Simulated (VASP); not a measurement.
A run of VASP 6.6.1 is set up as follows.

INCAR

```
SYSTEM = CO2
PREC = Accurate ; ENCUT = 520
EDIFF = 1E-6 ; ISMEAR = 0
SIGMA = 0.02 ; LREAL = .False.
LASPH = .True. ; NELM = 100
ALGO = Normal ; ISIF = 2
LWAVE = .False. ; LCHARG = .False.
GGA = PS ; NBANDS = 25
```

KPOINTS

```
Automatic mesh
0
Gamma
  6 6 6
  0 0 0
```

POSCAR

```
CO2
1.0
    4.5946341885      0.0000000000      0.0000000000
    0.0000000000      4.5946341885      0.0000000000
    0.2870884150      0.0000000000      4.7848069164
C O
2 4
Direct
    0.5000000000      0.5000000000      0.5000000000
    0.0000000000      0.0000000000      0.0000000000
    0.3203915717      0.6796084283      0.5000000000
    0.6796084283      0.3203915717      0.5000000000
    0.1796084283      0.1796084283      0.0000000000
    0.8203915717      0.8203915717      0.0000000000
```

Potentials or basis: VASP PAW PBE potentials, release 64 (C, O).

Launch:

```console
$ cat potpaw_PBE.64/C/POTCAR potpaw_PBE.64/O/POTCAR > POTCAR
$ mpirun -np 1 vasp_std > vasp.out
```

Task: Predict the largest force.

Result: 0.703 eV/Å.

Task: Estimate the band gap on the k mesh.

Result: 6.57 eV (least direct gap 6.74 eV).

Task: Predict the pressure.

Result: 1.5 GPa.

Stress tensor (GPa, compression positive):
```
 2.38  0.00 -0.16
 0.00  2.37  0.00
-0.16  0.00 -0.27
```

Caveat: the cell differs from its parent crystal (shear of c along a, cell held: +6.0 %, then relaxed in part); this functional lacks dispersion, which holds the molecules together, so the pressure and a relaxed volume are unreliable; the PAW data sets were made with another functional, which shifts forces and pressure a little. A k mesh can miss the band edges.
